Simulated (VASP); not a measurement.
Input of a VASP 6.6.1 run:

The input INCAR:

```
  PREC = Accurate
  ENCUT = 520
  EDIFF = 1E-6
  ISMEAR = 0
  SIGMA = 0.01
  LREAL = F
  LASPH = T
  NELM = 80
  ALGO = Normal
  ISIF = 2
  LWAVE = F
  LCHARG = F
  GGA = PE
  NBANDS = 18
```

Contents of KPOINTS:

```
regular mesh
0
Gamma
  8 8 8
```

File POSCAR:

```
HfO2
1.0
    0.0000000000      2.4967747316      2.4967747316
    2.4967747316      0.0000000000      2.4967747316
    2.4967747316      2.4967747316      0.0000000000
Hf O
1 2
Direct
    0.0000000000      0.0000000000      0.0000000000
    0.2500000000      0.2500000000      0.2500000000
    0.7500000000      0.7500000000      0.7500000000
```

Potentials or basis: VASP PAW PBE potentials, release 64 (Hf_pv, O).

Run with:

```bash
$ cat potpaw_PBE.64/Hf_pv/POTCAR potpaw_PBE.64/O/POTCAR > POTCAR
$ mpirun -np 1 vasp_std > vasp.out
```

(1) Predict the band gap on the k mesh.

(2) Estimate the pressure.

Results:

(1) 3.92 eV, direct.

(2) 13.1 GPa.

Caveat: spin-orbit coupling is left out, which moves the levels of the heavy elements.
